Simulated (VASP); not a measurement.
# AlB2Ru2 (P6mm) in VASP: a series of runs

Runs on AlB2Ru2. Level: PBE. Tasks: single point.

All numbers are computed with VASP 6.6.1; they aren't measurements. Logs are shortened: lines on timing, memory, paths and dates and some standing lists are left out, and cuts for length are marked.

### Step 1. The cell of the first run

It takes space group P6mm (No. 183, hexagonal). Conventional cell: a = 3.243 Å, b = 3.243 Å, c = 6.984 Å, α = 90.00°, β = 90.00°, γ = 120.00°. Al (site symmetry 6mm) has 2 Ru at 2.37 to 3.05 Å within 3.1 Å. Within 2.5 Å of B (site symmetry 3m) lie 3 B at 1.87 Å and 3 Ru at 1.88 Å. Ru (site symmetry 6mm) has 1 Ru at 1.56 Å and 6 B at 1.88 Å within 2.1 Å. Within 2.1 Å of Ru (site symmetry 6mm) lie 1 Ru at 1.56 Å.

### Step 2. Single point, PBE

The input, INCAR:

```
SYSTEM = AlB2Ru2
PREC = Accurate ; ENCUT = 520
EDIFF = 1E-7 ; ISMEAR = 0
SIGMA = 0.1 ; LREAL = .False.
LASPH = .True. ; NELM = 80
ALGO = Fast ; ISIF = 2
LWAVE = .False. ; LCHARG = .False.
GGA = PE ; NBANDS = 26
```

The input, KPOINTS:

```
regular mesh
0
Gamma
  6 6 4
  0 0 0
```

The input, POSCAR:

```
AlB2Ru2
1.0
    3.2433627900      0.0000000000      0.0000000000
   -1.6216814000      2.8088345700      0.0000000000
    0.0000000000      0.0000000000      6.9835358400
Al B Ru
1 2 2
Direct
    0.0000000000      0.0000000000      0.0385196500
    0.3333333300      0.6666666700      0.6241070700
    0.6666666700      0.3333333300      0.6241070700
    0.0000000000      0.0000000000      0.6023558700
    0.0000000000      0.0000000000      0.3784500300
```

Potentials or basis: VASP PAW PBE potentials, release 64 (Al, B, Ru_pv).

Run with:

```
> cat potpaw_PBE.64/Al/POTCAR potpaw_PBE.64/B/POTCAR potpaw_PBE.64/Ru_pv/POTCAR > POTCAR
> mpirun -np 1 vasp_std > vasp.out
```

OUTCAR:

```text
SYSTEM = AlB2Ru2
   PREC = Accurate
   ENCUT = 520
   EDIFF = 1E-7
   ISMEAR = 0
   LREAL = .False.
   LASPH = .True.
   NELM = 80
   ISIF = 2
   GGA = PE

 ion  position               nearest neighbor table
   1  0.000  0.000  0.039-   5 2.37   4 3.05
   2  0.333  0.667  0.624-   3 1.87   3 1.87   3 1.87   4 1.88   4 1.88   4 1.88   5 2.54   5 2.54
                             5 2.54
   3  0.667  0.333  0.624-   2 1.87   2 1.87   2 1.87   4 1.88   4 1.88   4 1.88   5 2.54   5 2.54
                             5 2.54
   4  0.000  0.000  0.602-   5 1.56   3 1.88   2 1.88   3 1.88   2 1.88   3 1.88   2 1.88   1 3.05

   5  0.000  0.000  0.378-   4 1.56   1 2.37   3 2.54   2 2.54   3 2.54   2 2.54   3 2.54   2 2.54

 -----------------------------------------------------------------------------
|                                                                             |
|           W    W    AA    RRRRR   N    N  II  N    N   GGGG   !!!           |
|           W    W   A  A   R    R  NN   N  II  NN   N  G    G  !!!           |
|           W    W  A    A  R    R  N N  N  II  N N  N  G       !!!           |
|           W WW W  AAAAAA  RRRRR   N  N N  II  N  N N  G  GGG   !            |
|           WW  WW  A    A  R   R   N   NN  II  N   NN  G    G                |
|           W    W  A    A  R    R  N    N  II  N    N   GGGG   !!!           |
|                                                                             |
|     The distance between some ions is very small. Please check the          |
|     nearest-neighbor list in the OUTCAR file.                               |
|     I HOPE YOU KNOW WHAT YOU ARE DOING!                                     |
|                                                                             |
 -----------------------------------------------------------------------------

  LATTYP: Found a hexagonal cell.
 ALAT       =     3.2433627900
 C/A-ratio  =     2.1531775173

  Lattice vectors:

 A1 = (   3.2433627900,   0.0000000000,   0.0000000000)
 A2 = (  -1.6216814000,   2.8088345700,   0.0000000000)
 A3 = (   0.0000000000,   0.0000000000,   6.9835358400)

Analysis of symmetry for initial positions (statically):
=====================================================================
 Subroutine PRICEL returns:
 Original cell was already a primitive cell.

 Routine SETGRP: Setting up the symmetry group for a
 hexagonal supercell.

 Subroutine GETGRP returns: Found 12 space group operations
 (whereof 12 operations were pure point group operations)
 out of a pool of 24 trial point group operations.

The static configuration has the point symmetry C_6v.

Analysis of symmetry for dynamics (positions and initial velocities):
=====================================================================
 Subroutine PRICEL returns:
 Original cell was already a primitive cell.

 Routine SETGRP: Setting up the symmetry group for a
 hexagonal supercell.

 Subroutine GETGRP returns: Found 12 space group operations
 (whereof 12 operations were pure point group operations)
 out of a pool of 24 trial point group operations.

The dynamic configuration has the point symmetry C_6v.

 Subroutine INISYM returns: Found 12 space group operations
 (whereof 12 operations are pure point group operations),
 and found     1 'primitive' translations

----------------------------------------------------------------------------------------

                                     Primitive cell

  volume of cell :      63.6205

  direct lattice vectors                    reciprocal lattice vectors
     3.243362790  0.000000000  0.000000000     0.308321969  0.178009772  0.000000000
    -1.621681400  2.808834570  0.000000000     0.000000000  0.356019543  0.000000000
     0.000000000  0.000000000  6.983535840     0.000000000  0.000000000  0.143193938

  length of vectors
     3.243362790  3.243362793  6.983535840     0.356019543  0.356019543  0.143193938

  position of ions in fractional coordinates (direct lattice)
     0.000000000  0.000000000  0.038519650
     0.333333330  0.666666670  0.624107070
     0.666666670  0.333333330  0.624107070
     0.000000000  0.000000000  0.602355870
     0.000000000  0.000000000  0.378450030

  ion indices of the primitive-cell ions
   primitive index   ion index
                 1           1
                 2           2
                 3           3
                 4           4
                 5           5

----------------------------------------------------------------------------------------

 KPOINTS: regular mesh

Automatic generation of k-mesh.
 Grid dimensions read from file:
 generate k-points for:    6    6    4

 Generating k-lattice:

  Cartesian coordinates                     Fractional coordinates (reciprocal lattice)
     0.051386995  0.029668295  0.000000000     0.166666667 -0.000000000  0.000000000
     0.000000000  0.059336591  0.000000000     0.000000000  0.166666667  0.000000000
     0.000000000  0.000000000  0.035798485     0.000000000  0.000000000  0.250000000

  Length of vectors
     0.059336591  0.059336591  0.035798485

  Shift w.r.t. Gamma in fractional coordinates (k-lattice)
     0.000000000  0.000000000  0.000000000

 Subroutine IBZKPT returns following result:
 ===========================================

 Found     21 irreducible k-points:

 Following reciprocal coordinates:
            Coordinates               Weight
  0.000000  0.000000  0.000000      1.000000
  0.166667  0.000000  0.000000      6.000000
  0.333333  0.000000  0.000000      6.000000
  0.500000  0.000000  0.000000      3.000000
  0.166667  0.166667  0.000000      6.000000
  0.333333  0.166667  0.000000     12.000000
[... 13 lines left out ...]
  0.333333  0.166667  0.500000     12.000000
  0.333333  0.333333  0.500000      2.000000
   k-points           NKPTS =     21   k-points in BZ     NKDIM =     21   number of bands    NBANDS=     26
   number of dos      NEDOS =    301   number of ions     NIONS =      5
   total plane-waves  NPLWV =  31104
   dimension x,y,z NGX =    24 NGY =   24 NGZ =   54
   dimension x,y,z NGXF=    48 NGYF=   48 NGZF=  108
   ions per type =               1   2   2
   NGX,Y,Z   is equivalent  to a cutoff of  12.30, 12.30, 12.85 a.u.
   NGXF,Y,Z  is equivalent  to a cutoff of  24.60, 24.60, 25.71 a.u.
 SYSTEM =  AlB2Ru2
   PREC   = accura    normal or accurate (medium, high low for compatibility)
   ISTART =      0    job   : 0-new  1-cont  2-samecut
   ICHARG =      2    charge: 1-file 2-atom 10-const
   ISPIN  =      1    spin polarized calculation?
   LNONCOLLINEAR =      F non collinear calculations
   LSORBIT =      F    spin-orbit coupling
   LASPH  =      T    aspherical Exc in radial PAW
   ENCUT  =  520.0 eV  38.22 Ry    6.18 a.u.   6.03  6.03 12.98*2*pi/ulx,y,z
   NELM   =     80;   NELMIN=  2; NELMDL= -5     # of ELM steps
   EDIFF  = 0.1E-06   stopping-criterion for ELM
   LREAL  =      F    real-space projection
   EDIFFG = 0.1E-05   stopping-criterion for IOM
   NSW    =      0    number of steps for IOM
   IBRION =     -1    ionic relax: 0-MD 1-quasi-New 2-CG
   NFREE  =      0    steps in history (QN), initial steepest desc. (CG)
   ISIF   =      2    stress and relaxation
   ISYM   =      2    0-nonsym 1-usesym 2-fastsym
   POTIM  = 0.5000    time-step for ionic-motion
   TEBEG  =    0.0;   TEEND  =   0.0 temperature during run
   PSTRESS=    0.0 pullay stress
   NELECT =      37.0000    total number of electrons
   NUPDOWN=      -1.0000    fix difference up-down
   EMIN   =  10.00;   EMAX   =-10.00  energy-range for DOS
   EFERMI =   0.00;   METHOD = LEGACY
   ISMEAR =     0;   SIGMA  =   0.10  broadening in eV -4-tet -1-fermi 0-gaus
   EFERMI_NEDOS =   21; number of points for ismear=-14 and -15
   IALGO  =     68    algorithm
   IMIX   =      4    mixing-type and parameters
     AMIX     =   0.40;   BMIX     =  1.00
     AMIX_MAG =   1.60;   BMIX_MAG =  1.00
  volume/ion in A,a.u.               =      12.72        85.87
  Fermi-wavevector in a.u.,A,eV,Ry     =   1.366500  2.582311 25.406471  1.867323
  Thomas-Fermi vector in A             =   2.492635
   LORBIT       =      0    0 simple, 1 ext, 2 COOP (PROOUT), +10 PAW based schemes
   GGA     = PE    functional components
   LHFCALC =     F    Hartree Fock is set to
   AEXX    =    0.0000 exact exchange contribution
   IVDW    =     0    specifies the selected vdW correction
   LEPSILON=     F    determine dielectric tensor
   LRPA    =     F    only Hartree local field effects (RPA)
 non-spin polarized calculation
 RMM-DIIS sequential band-by-band and
 Gauss-broadening in eV      SIGMA  =   0.10
  energy-cutoff  :      520.00
  volume of cell :       63.62
 maximum number of plane-waves:      1734
   NGX = 13   NGY = 13   NGZ = 25

 number of electron      36.9999991 magnetization

 Free energy of the ion-electron system (eV)
  ---------------------------------------------------
  ext. energy  EPLUGINS =         0.00000000
  ---------------------------------------------------
  free energy    TOTEN  =       -12.05198530 eV

  energy without entropy =      -12.04391293  energy(sigma->0) =      -12.04794911

 E-fermi :   9.0890     XC(G=0): -11.4645

 val. band max:        9.0655609996   @ k =   0.3333   0.1667   0.0000
 cond. band min:       9.1840438997   @ k =   0.3333   0.1667   0.0000
 fundamental gap:      0.1184829001
 Fermi energy:         9.0889570033

 k-point     1 :       0.0000    0.0000    0.0000
  band No.  band energies     occupation
      1     -43.6663      2.00000
      2     -37.2094      2.00000
      3     -37.2094      2.00000
      4     -33.6643      2.00000
      5     -33.6643      2.00000
      6     -31.0066      2.00000
[... 18 lines left out ...]
     25      17.2647      0.00000
     26      17.2648      0.00000

 k-point     2 :       0.1667    0.0000    0.0000
  band No.  band energies     occupation
      1     -43.6636      2.00000
      2     -37.2549      2.00000
      3     -37.2243      2.00000
      4     -33.6915      2.00000
      5     -33.6723      2.00000
      6     -31.0030      2.00000
[... 18 lines left out ...]
     25      15.1906      0.00000
     26      19.5842      0.00000

 k-point     3 :       0.3333    0.0000    0.0000
  band No.  band energies     occupation
      1     -43.6583      2.00000
      2     -37.3447      2.00000
      3     -37.2540      2.00000
      4     -33.7456      2.00000
      5     -33.6881      2.00000
      6     -30.9959      2.00000
[... 18 lines left out ...]
     25      14.8411      0.00000
     26      15.3752      0.00000

 k-point     4 :       0.5000    0.0000    0.0000
  band No.  band energies     occupation
      1     -43.6557      2.00000
      2     -37.3892      2.00000
      3     -37.2688      2.00000
      4     -33.7725      2.00000
      5     -33.6961      2.00000
      6     -30.9923      2.00000
[... 18 lines left out ...]
     25      14.9386      0.00000
     26      16.2167      0.00000
[... 409 lines left out ...]
      1     -43.6596      2.00000
      2     -37.3148      2.00000
      3     -37.2543      2.00000
      4     -33.7274      2.00000
      5     -33.6890      2.00000
      6     -30.9979      2.00000
[... 18 lines left out ...]
     25      13.9075      0.00000
     26      14.5613      0.00000

 k-point    20 :       0.3333    0.1667    0.5000
  band No.  band energies     occupation
      1     -43.6557      2.00000
      2     -37.3690      2.00000
      3     -37.2894      2.00000
      4     -33.7596      2.00000
      5     -33.7091      2.00000
      6     -30.9926      2.00000
[... 18 lines left out ...]
     25      13.7042      0.00000
     26      14.7224      0.00000

 k-point    21 :       0.3333    0.3333    0.5000
  band No.  band energies     occupation
      1     -43.6543      2.00000
      2     -37.3442      2.00000
      3     -37.3442      2.00000
      4     -33.7431      2.00000
      5     -33.7431      2.00000
      6     -30.9908      2.00000
[... 18 lines left out ...]
     25      13.4199      0.00000
     26      15.5296      0.00000

------------------------ aborting loop because EDIFF is reached ----------------------------------------

  FORCE on cell =-STRESS in cart. coord.  units (eV):
  Direction    XX          YY          ZZ          XY          YZ          ZX
  --------------------------------------------------------------------------------------
  -------------------------------------------------------------------------------------
  Total       33.3707289     33.3707289    105.0056366     -0.0000001     -0.0000000      0.0000000
  in kB      840.3867912    840.3867913   2644.3938409     -0.0000015     -0.0000000      0.0000000
  external PRESSURE =    1441.7224744 kB  Pullay stress =       0.0000000 kB

 VOLUME and BASIS-vectors are now :
 -----------------------------------------------------------------------------
  energy-cutoff  :      520.00
  volume of cell :       63.62
      direct lattice vectors                 reciprocal lattice vectors
     3.243362790  0.000000000  0.000000000     0.308321969  0.178009772  0.000000000
    -1.621681400  2.808834570  0.000000000     0.000000000  0.356019543  0.000000000
     0.000000000  0.000000000  6.983535840     0.000000000  0.000000000  0.143193938

 POSITION                                       TOTAL-FORCE (eV/Angst)
 -----------------------------------------------------------------------------------
      0.00000      0.00000      0.26900         0.000000      0.000000     -3.159505
     -0.00000      1.87256      4.35847         0.000000      0.000000      3.809132
      1.62168      0.93628      4.35847         0.000000     -0.000000      3.809132
      0.00000      0.00000      4.20657         0.000000     -0.000000     56.293555
      0.00000      0.00000      2.64292        -0.000000     -0.000000    -60.752315
 -----------------------------------------------------------------------------------
    total drift:                                0.000000      0.000000      0.000093

  FREE ENERGIE OF THE ION-ELECTRON SYSTEM (eV)
  ---------------------------------------------------
  free  energy   TOTEN  =       -12.0519852953 eV

  energy  without entropy=      -12.0439129325  energy(sigma->0) =      -12.04794911
```

It took 39 s on 1 thread of Intel Xeon 6975P-C (Granite Rapids), shared host; peak memory 0.18 GiB.

Results:

```yaml
Free_energy: -12.0520 eV
Pressure: 144.2 GPa
Largest_force: 60.752 eV/Å
```

Forces in eV/Å, atoms in the order of the input:
```
Al    0.000   0.000  -3.160
B     0.000   0.000   3.809
B     0.000   0.000   3.809
Ru    0.000   0.000  56.294
Ru    0.000   0.000 -60.752
```

Levels at points of the mesh, in eV from the Fermi level:
```
           k point  band 15  band 16  band 17  band 18  band 19  band 20  band 21  band 22  band 23  band 24
(0.00, 0.00, 0.00)    -2.24    -2.24    -2.07     0.17     1.24     1.24     2.27     5.90     6.48     6.48
(0.50, 0.00, 0.00)    -3.61    -3.01    -1.51    -1.02    -0.27    -0.27     1.57     2.07     3.59     4.64
(0.00, 0.00, 0.50)    -2.24    -2.24    -2.05     1.21     1.21     1.80     2.27     5.88     6.61     6.61
(0.50, 0.00, 0.50)    -3.70    -3.68    -2.41    -0.27     0.30     1.26     1.46     2.06     2.63     4.23
```

Caveat: the k points lie up to 0.37 Å⁻¹ apart; forces of over 1 eV/Å act on the atoms, so gaps and moduli don't describe the material at rest.

### Step 3. Single point, PBE

The input, INCAR:

```
SYSTEM = AlB2Ru2
PREC = Accurate ; ENCUT = 600
EDIFF = 1E-6 ; ISMEAR = 0
SIGMA = 0.1 ; LREAL = .False.
LASPH = .True. ; NELM = 120
ALGO = Normal ; ISIF = 2
LWAVE = .False. ; LCHARG = .False.
GGA = PE ; NBANDS = 28
GGA_COMPAT = .False.
```

KPOINTS is that of step 2.

POSCAR is that of step 2.

Potentials or basis: VASP PAW PBE potentials, release 64 (Al, B, Ru_sv).

Run with:

```
> cat potpaw_PBE.64/Al/POTCAR potpaw_PBE.64/B/POTCAR potpaw_PBE.64/Ru_sv/POTCAR > POTCAR
> mpirun -np 1 vasp_std > vasp.out
```

Run time: 24 s. Hardware: 1 thread of Intel Xeon 6975P-C (Granite Rapids), shared host; peak memory 0.21 GiB.

It converged, with:

| Property | Result |
| --- | --- |
| Free energy | -12.4101 eV |
| Pressure | 149.3 GPa |
| Largest force | 60.935 eV/Å |

Forces in eV/Å, atoms in the order of the input:
```
Al    0.000   0.000  -3.343
B     0.000   0.000   3.651
B     0.000   0.000   3.651
Ru    0.000   0.000  56.976
Ru    0.000   0.000 -60.935
```

Stress tensor (GPa, compression positive):
```
 88.76   0.00   0.00
  0.00  88.76   0.00
  0.00   0.00 270.46
```

Levels at points of the mesh, in eV from the Fermi level:
| k point | band 18 | band 19 | band 20 | band 21 | band 22 | band 23 | band 24 | band 25 |
| --- | --- | --- | --- | --- | --- | --- | --- | --- |
| (0.00, 0.00, 0.00) | -2.46 | -1.46 | 0.11 | 1.33 | 1.33 | 2.21 | 5.78 | 6.38 |
| (0.50, 0.00, 0.00) | -3.10 | -1.64 | -0.95 | -0.52 | -0.24 | 1.65 | 2.17 | 3.87 |
| (0.00, 0.00, 0.50) | -2.47 | -2.05 | 1.29 | 1.29 | 2.21 | 2.23 | 5.77 | 6.25 |
| (0.50, 0.00, 0.50) | -3.67 | -2.58 | -0.52 | 0.23 | 1.52 | 1.52 | 2.18 | 2.46 |

Caveat: the k points lie up to 0.37 Å⁻¹ apart; forces of over 1 eV/Å act on the atoms, so gaps and moduli don't describe the material at rest.
